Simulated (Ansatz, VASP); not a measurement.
One calculation of RbBr, two programs

File POSCAR:

```
RbBr
1.0
    0.2615355565      3.5385917975      3.5385917975
    3.5385917975      0.2615355565      3.5385917975
    3.5385917975      3.5385917975      0.2615355565
Rb Br
1 1
Direct
    0.0000000000      0.0000000000      0.0000000000
    0.5000000000      0.5000000000      0.5000000000
```

INCAR.step1

```
ALGO     = Normal         # electronic algorithm
EDIFF    = 1E-4           # SCF threshold, eV
ENCUT    = 520            # plane-wave cutoff, eV
GGA      = PE             # functional
ISMEAR   = 0              # smearing method
LASPH    = T              # aspherical terms in the spheres
LCHARG   = F              # write CHGCAR
LREAL    = F              # projectors in reciprocal space
LWAVE    = T              # write WAVECAR
NBANDS   = 15             # bands
NELM     = 100            # most SCF steps
PREC     = Accurate       # precision mode
SIGMA    = 0.01           # smearing width, eV
```

The input INCAR.step2:

```
ALGO     = Normal         # electronic algorithm
EDIFF    = 1E-6           # SCF threshold, eV
ENCUT    = 520            # plane-wave cutoff, eV
ISIF     = 2              # what is computed and relaxed
ISMEAR   = 0              # smearing method
ISTART   = 1            
LASPH    = T              # aspherical terms in the spheres
LCHARG   = T              # write CHGCAR
LELF     = T              # ELF
LMIXTAU  = T            
LREAL    = F              # projectors in reciprocal space
LVHAR    = T            
LWAVE    = F              # write WAVECAR
METAGGA  = R2SCAN         # meta-GGA
NBANDS   = 15             # bands
NELM     = 100            # most SCF steps
PREC     = Accurate       # precision mode
SIGMA    = 0.01           # smearing width, eV
```

File KPOINTS:

```
k-points
0
Gamma
  6 6 6
```

Input for Ansatz:

```yaml
crystal:
  lattice:
    - [0.2615355565, 3.5385917975, 3.5385917975]
    - [3.5385917975, 0.2615355565, 3.5385917975]
    - [3.5385917975, 3.5385917975, 0.2615355565]
  atoms:
    - { symbol: Rb, position: [0.0, 0.0, 0.0] }
    - { symbol: Br, position: [0.5, 0.5, 0.5] }
kpoints:
  mp_grid: { grid: [6, 6, 6] }
  band_path:
    path:
      - [0.0, 0.0, 0.0]
      - [0.5, 0.0, 0.5]
      - [0.625, 0.25, 0.625]
      - [0.375, 0.375, 0.75]
      - [0.5, 0.5, 0.5]
      - [0.5, 0.25, 0.75]
    npoints: 1
hamiltonian:
  xc: r2scan
scf:
  occupations: { method: fixed }
  n_extra_bands: 4
output:
  forces: true
  stress: true
  eigenvalues: true
```

Change from the starting cell: epitaxial_111 strain -5.3%.

Alike in both runs: task single point; functional r2SCAN; k mesh 6 × 6 × 6; no spin polarisation.

|  | VASP | Ansatz |
| --- | --- | --- |
| version | VASP 6.6.1 | Ansatz 0.2.0 |
| potentials or method | VASP PAW PBE potentials, release 64 (Rb_sv, Br) | plane waves, PAW |
| plane-wave cutoff (eV) | 520 | 500 |
| occupations | gaussian, width 0.01 eV | fixed |
| valence electrons in the cell | 16 | 16 |

```csv
,VASP,Ansatz,Ansatz less VASP
gap on the k mesh at the Fermi level (eV),4.88,4.88,0.000
pressure (GPa),0.7,0.7,-0.02
"traceless stress, the component that is largest in VASP (GPa)",-0.35,-0.35,-0.001
```

VASP's potentials were made for PBE, not for r2SCAN.
